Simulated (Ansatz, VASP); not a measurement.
# CeO2 in VASP and in Ansatz

```
Ce O
1.0
     0.00000    2.73207    2.73207
     2.73207    0.00000    2.73207
     2.73207    2.73207    0.00000
Ce O
1 2
Direct
  0.00000 0.00000 0.00000
  0.25000 0.25000 0.25000
  0.75000 0.75000 0.75000
```

Alike in both runs: task single point; functional PBE; k mesh 10 × 10 × 10; occupations gaussian, width 0.02 eV; no spin polarisation.

```csv
,VASP,Ansatz
version,VASP 6.6.1,Ansatz 0.2.0
potentials or method,"VASP PAW PBE potentials, release 64 (Ce, O), cutoff 520 eV","scalar-relativistic, plane waves, PAW"
valence electrons in the cell,24,24
```

VASP gave:

```
gap on the k mesh at the Fermi level (eV) : 1.89
least direct gap on the mesh (eV)         : 1.95
pressure (GPa)                            : 0.0
```

Question: Which values does Ansatz return?

Answer: gap on the k mesh at the Fermi level (eV): 1.92; least direct gap on the mesh (eV): 1.99; pressure (GPa): 0.0.

Neither program's run includes spin-orbit coupling.
